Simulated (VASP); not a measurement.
A run of VASP 6.6.1 is set up as follows.

The input INCAR:

```
PREC = Accurate ; ENCUT = 520
EDIFF = 1E-6 ; ISMEAR = 0
SIGMA = 0.1 ; LREAL = False
LASPH = True ; NELM = 100
ALGO = Normal ; ISIF = 2
LWAVE = False ; LCHARG = False
GGA = PE ; NBANDS = 15
```

KPOINTS

```
regular mesh
0
Gamma
  6 6 6
```

POSCAR

```
Sb2O
1.0
   -1.8498819300      1.8498819300      4.7801568700
    1.8498819300     -1.8498819300      4.7801568700
    1.8498819300      1.8498819300     -4.7801568700
Sb O
2 1
Direct
    0.6603277900      0.6603277900      0.0000000000
    0.3396722100      0.3396722100      0.0000000000
    0.0000000000      0.0000000000      0.0000000000
```

Potentials or basis: VASP PAW PBE potentials, release 64 (Sb, O).

Launch:

```bash
$ cat potpaw_PBE.64/Sb/POTCAR potpaw_PBE.64/O/POTCAR > POTCAR
$ mpirun -np 1 vasp_std > vasp.out
```

Problem. Predict the band gap on the k mesh.

Solution. Zero (bands 8 and 9 overlap by 1.54 eV).

Problem. Estimate the largest force.

Solution. 0.753 eV/Å.

Problem. Estimate the pressure.

Solution. -7.0 GPa.

Stress tensor (GPa, compression positive):
```
-6.31  0.00  0.00
 0.00 -6.31  0.00
 0.00  0.00 -8.49
```

Caveat: the cell stands under tension; spin-orbit coupling is left out, which moves the levels of the heavy elements.
